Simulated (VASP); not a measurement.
# Ni (Fm-3m) in VASP: notebook

Runs on Ni. Level: PBE. Tasks: single point.

All numbers are computed with VASP 6.6.1; they aren't measurements. Logs are shortened: lines on timing, memory, paths and dates and some standing lists are left out, and cuts for length are marked.

### 1 The cell of the first run

Symmetry: Fm-3m, No. 225, cubic system. The conventional cell has a = 3.428 Å, b = 3.428 Å, c = 3.428 Å, α = 90.00°, β = 90.00°, γ = 90.00°. Within 3.2 Å of Ni (site symmetry m-3m) lie 12 Ni at 2.42 Å.

### 2 Single point, PBE, collinear spin, ferromagnetic start

File INCAR:

```
PREC     = Accurate       # precision mode
ENCUT    = 520            # plane-wave cutoff, eV
EDIFF    = 1E-6           # SCF threshold, eV
ISMEAR   = -1             # smearing method
SIGMA    = 0.05           # smearing width, eV
LREAL    = F              # projectors in reciprocal space
LASPH    = T              # aspherical terms in the spheres
NELM     = 150            # most SCF steps
ALGO     = Normal         # electronic algorithm
ISIF     = 2              # what is computed and relaxed
LWAVE    = F              # write WAVECAR
LCHARG   = F              # write CHGCAR
ISPIN    = 2              # spin polarisation
MAGMOM   = 1              # initial moments
LORBIT   = 11             # projections on sites
LMAXMIX  = 4              # l up to which the mixer works
GGA      = PE             # functional
NBANDS   = 15             # bands
```

File KPOINTS:

```
Automatic mesh
0
Gamma
  13 13 13
```

File POSCAR:

```
Ni
1.0
    0.0000000000      1.7140893390      1.7140893390
    1.7140893390      0.0000000000      1.7140893390
    1.7140893390      1.7140893390      0.0000000000
Ni
1
Direct
    0.0000000000      0.0000000000      0.0000000000
```

Potentials or basis: VASP PAW PBE potentials, release 64 (Ni).

Launch:

```sh
$ cat potpaw_PBE.64/Ni/POTCAR > POTCAR
$ mpirun -np 1 vasp_std > vasp.out
```

OUTCAR:

```text
PREC = Accurate
   ENCUT = 520
   EDIFF = 1E-6
   ISMEAR = -1
   LREAL = F
   LASPH = T
   NELM = 150
   ISIF = 2
   ISPIN = 2
   LORBIT = 11
   GGA = PE

 ion  position               nearest neighbor table
   1  0.000  0.000  0.000-

  LATTYP: Found a face centered cubic cell.
 ALAT       =     3.4281786780

  Lattice vectors:

 A1 = (   0.0000000000,   1.7140893390,   1.7140893390)
 A2 = (   1.7140893390,   0.0000000000,   1.7140893390)
 A3 = (   1.7140893390,   1.7140893390,   0.0000000000)

Analysis of symmetry for initial positions (statically):
=====================================================================
 Subroutine PRICEL returns:
 Original cell was already a primitive cell.

 Routine SETGRP: Setting up the symmetry group for a
 face centered cubic supercell.

 Subroutine GETGRP returns: Found 48 space group operations
 (whereof 48 operations were pure point group operations)
 out of a pool of 48 trial point group operations.

The static configuration has the point symmetry O_h .

Analysis of symmetry for dynamics (positions and initial velocities):
=====================================================================
 Subroutine PRICEL returns:
 Original cell was already a primitive cell.

 Routine SETGRP: Setting up the symmetry group for a
 face centered cubic supercell.

 Subroutine GETGRP returns: Found 48 space group operations
 (whereof 48 operations were pure point group operations)
 out of a pool of 48 trial point group operations.

The dynamic configuration has the point symmetry O_h .

Analysis of structural, dynamic, and magnetic symmetry:
=====================================================================
 Subroutine PRICEL returns:
 Original cell was already a primitive cell.

 Routine SETGRP: Setting up the symmetry group for a
 face centered cubic supercell.

 Subroutine GETGRP returns: Found 48 space group operations
 (whereof 48 operations were pure point group operations)
 out of a pool of 48 trial point group operations.

The overall configuration has the point symmetry O_h .

 Subroutine INISYM returns: Found 48 space group operations
 (whereof 48 operations are pure point group operations),
 and found     1 'primitive' translations

----------------------------------------------------------------------------------------

                                     Primitive cell

  volume of cell :      10.0723

  direct lattice vectors                    reciprocal lattice vectors
     0.000000000  1.714089339  1.714089339    -0.291700082  0.291700082  0.291700082
     1.714089339  0.000000000  1.714089339     0.291700082 -0.291700082  0.291700082
     1.714089339  1.714089339  0.000000000     0.291700082  0.291700082 -0.291700082

  length of vectors
     2.424088390  2.424088390  2.424088390     0.505239362  0.505239362  0.505239362

  position of ions in fractional coordinates (direct lattice)
[... 121 lines left out ...]
  ext. energy  EPLUGINS =         0.00000000
  ---------------------------------------------------
  free energy    TOTEN  =        -5.43661711 eV

  energy without entropy =       -5.42460193  energy(sigma->0) =       -5.43060952

 E-fermi :  10.5148     XC(G=0): -13.7171

 val. band max:       10.5103096728   @ k =  -0.4615   0.4615   0.0000
 cond. band min:      10.5308573004   @ k =  -0.3846   0.3077   0.0000
 fundamental gap:      0.0205476277
 Fermi energy:        10.5147970526

 spin component 1

 k-point     1 :       0.0000    0.0000    0.0000
  band No.  band energies     occupation
      1       0.9497      1.00000
      2       7.8777      1.00000
      3       7.8777      1.00000
      4       7.8777      1.00000
      5       9.1858      1.00000
      6       9.1858      1.00000
      7      34.8836      0.00000
      8      39.3588      0.00000
      9      39.3588      0.00000
     10      39.3588      0.00000
     11      42.5908      0.00000
     12      42.5908      0.00000
     13      42.5908      0.00000
     14      45.3370      0.00000
[... 403 lines left out ...]
      4       8.3251      1.00000
      5       9.9601      0.99998
      6      11.4411      0.00000
      7      18.9844      0.00000
      8      30.1623      0.00000
      9      32.0827      0.00000
     10      34.2651      0.00000
     11      44.5244      0.00000
     12      44.8853      0.00000
     13      48.1650      0.00000
     14      51.4047      0.00000
     15      56.7678      0.00000

 [... further k-points ...]

 spin component 2

 k-point     1 :       0.0000    0.0000    0.0000
  band No.  band energies     occupation
      1       0.9281      1.00000
      2       8.6180      1.00000
      3       8.6180      1.00000
      4       8.6180      1.00000
      5       9.7661      1.00000
      6       9.7661      1.00000
      7      34.7474      0.00000
      8      39.3400      0.00000
      9      39.3400      0.00000
     10      39.3400      0.00000
     11      42.7085      0.00000
     12      42.7085      0.00000
     13      42.7085      0.00000
     14      45.2264      0.00000
[... 403 lines left out ...]
      4       8.9527      1.00000
      5      10.7038      0.02231
      6      11.9063      0.00000
      7      19.2635      0.00000
      8      30.1993      0.00000
      9      32.1686      0.00000
     10      34.3300      0.00000
     11      44.5167      0.00000
     12      44.9227      0.00000
     13      48.2293      0.00000
     14      51.6871      0.00000
     15      58.0640      0.00000

 [... further k-points ...]
[... 5 lines left out ...]
  --------------------------------------------------------------------------------------
  -------------------------------------------------------------------------------------
  Total        1.1646294      1.1646294      1.1646294      0.0000000      0.0000000     -0.0000000
  in kB      185.2541589    185.2541589    185.2541589      0.0000000      0.0000000     -0.0000000
  external PRESSURE =     185.2541589 kB  Pullay stress =       0.0000000 kB

 VOLUME and BASIS-vectors are now :
 -----------------------------------------------------------------------------
  energy-cutoff  :      520.00
  volume of cell :       10.07
      direct lattice vectors                 reciprocal lattice vectors
     0.000000000  1.714089339  1.714089339    -0.291700082  0.291700082  0.291700082
     1.714089339  0.000000000  1.714089339     0.291700082 -0.291700082  0.291700082
     1.714089339  1.714089339  0.000000000     0.291700082  0.291700082 -0.291700082

 POSITION                                       TOTAL-FORCE (eV/Angst)
 -----------------------------------------------------------------------------------
      0.00000      0.00000      0.00000        -0.000000     -0.000000      0.000000
 -----------------------------------------------------------------------------------
    total drift:                               -0.000000     -0.000000     -0.000000

  FREE ENERGIE OF THE ION-ELECTRON SYSTEM (eV)
  ---------------------------------------------------
  free  energy   TOTEN  =        -5.4366171088 eV

  energy  without entropy=       -5.4246019335  energy(sigma->0) =       -5.43060952

 total charge

# of ion       s       p       d       tot
------------------------------------------
    1        0.533   0.571   8.355   9.458

 magnetization (x)

# of ion       s       p       d       tot
------------------------------------------
    1       -0.005  -0.024   0.654   0.625
```

stdout:

```text
POSCAR found type information on POSCAR Ni
 POSCAR found :  1 types and       1 ions
 scaLAPACK will be used
 LDA part: xc-table for (Slater+PW92), standard interpolation
 POSCAR, INCAR and KPOINTS ok, starting setup
 FFT: planning ... GRIDC
 FFT: planning ... GRID_SOFT
 FFT: planning ... GRID
 WAVECAR not read
 entering main loop
```

Wall time 39 s (1 thread of Intel Xeon Platinum 8259CL at 2.50GHz (Skylake/Cascade Lake), shared host); peak memory 0.13 GiB.

What came out:

- Free energy: -5.4366 eV
- Pressure: 18.5 GPa
- Net moment: 0.62 μB per cell
- Site moments: Ni +0.62 μB
- Valence electrons inside the program's atomic spheres: Ni 9.46

### 3 Single point, PBE, collinear spin, ferromagnetic start

This run uses another cell than the first one, of 10.28 Å³/atom, 1.021 times its volume.

File INCAR:

```
PREC = Accurate
ENCUT = 520
EDIFF = 1E-6
ISMEAR = -1
SIGMA = 0.05
LREAL = F
LASPH = T
NELM = 150
ALGO = Normal
ISIF = 2
LWAVE = F
LCHARG = F
ISPIN = 2
MAGMOM = 1
LORBIT = 11
LMAXMIX = 4
GGA = PE
NBANDS = 15
```

File KPOINTS:

```
regular mesh
0
Gamma
  13 13 13
```

File POSCAR:

```
Ni
1.0
    0.0000000000      1.7259110183      1.7259110183
    1.7259110183      0.0000000000      1.7259110183
    1.7259110183      1.7259110183      0.0000000000
Ni
1
Direct
    0.0000000000      0.0000000000      0.0000000000
```

Potentials or basis: VASP PAW PBE potentials, release 64 (Ni).

Launch:

```sh
$ cat potpaw_PBE.64/Ni/POTCAR > POTCAR
$ mpirun -np 1 vasp_std > vasp.out
```

Run time: 35 s. Hardware: 1 thread of Intel Xeon Platinum 8259CL at 2.50GHz (Skylake/Cascade Lake), shared host; peak memory 0.14 GiB.

It converged, with:

| Item | Value |
| --- | --- |
| Free energy | -5.4571 eV |
| Pressure | 12.9 GPa |
| Net moment | 0.62 μB per cell |
| Site moments | Ni +0.63 μB |
| Valence electrons inside the program's atomic spheres | Ni 9.42 |

Levels at points of the mesh, in eV from the Fermi level:
Spin up:
```tsv
k point	band 2	band 3	band 4	band 5	band 6	band 7	band 8	band 9
(0.00, 0.00, 0.00)	-2.58	-2.58	-2.58	-1.31	-1.31	24.20	28.51	28.51
```
Spin down:
```tsv
k point	band 3	band 4	band 5	band 6	band 7	band 8
(0.00, 0.00, 0.00)	-1.84	-1.84	-0.73	-0.73	24.05	28.49
```
